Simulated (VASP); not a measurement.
Here is a VASP 6.6.1 calculation.

File INCAR:

```
SYSTEM = Ga4Sb3P
PREC     = Accurate       ! precision mode
ENCUT    = 520            ! plane-wave cutoff, eV
EDIFF    = 1E-7           ! SCF threshold, eV
ISMEAR   = -1             ! smearing method
SIGMA    = 0.02           ! smearing width, eV
LREAL    = .FALSE.        ! projectors in reciprocal space
LASPH    = .TRUE.         ! aspherical terms in the spheres
NELM     = 60             ! most SCF steps
ALGO     = Normal         ! electronic algorithm
ISIF     = 2              ! what is computed and relaxed
LWAVE    = .FALSE.        ! write WAVECAR
LCHARG   = .FALSE.        ! write CHGCAR
GGA      = PE             ! functional
NBANDS   = 46             ! bands
```

The input KPOINTS:

```
regular mesh
0
G
  6 4 4
  0 0 0
```

Contents of POSCAR:

```
Ga4Sb3P
1.0
    4.2706111843      0.0000000000      0.0000000000
    0.0000000000      8.5504960211      0.0000000000
    0.0000000000      0.0000000000      6.0202693219
P Ga Sb
1 4 3
Direct
    0.0000000000      0.0000000000      0.0009804046
    0.5000000000      0.0000000000      0.7867032766
    0.0000000000      0.7712376391      0.2365421107
    0.5000000000      0.5000000000      0.7375027430
    0.0000000000      0.2287623609      0.2365421107
    0.5000000000      0.7611999578      0.5004266252
    0.0000000000      0.5000000000      0.0008761040
    0.5000000000      0.2388000422      0.5004266252
```

Potentials or basis: VASP PAW PBE potentials, release 64 (P, Ga_d, Sb).

Launch:

```bash
$ cat potpaw_PBE.64/P/POTCAR potpaw_PBE.64/Ga_d/POTCAR potpaw_PBE.64/Sb/POTCAR > POTCAR
$ mpirun -np 1 vasp_std > vasp.out
```

(1) Estimate the largest force.

(2) Predict the pressure.

Results:

(1) 0.008 eV/Å.

(2) 0.1 GPa.
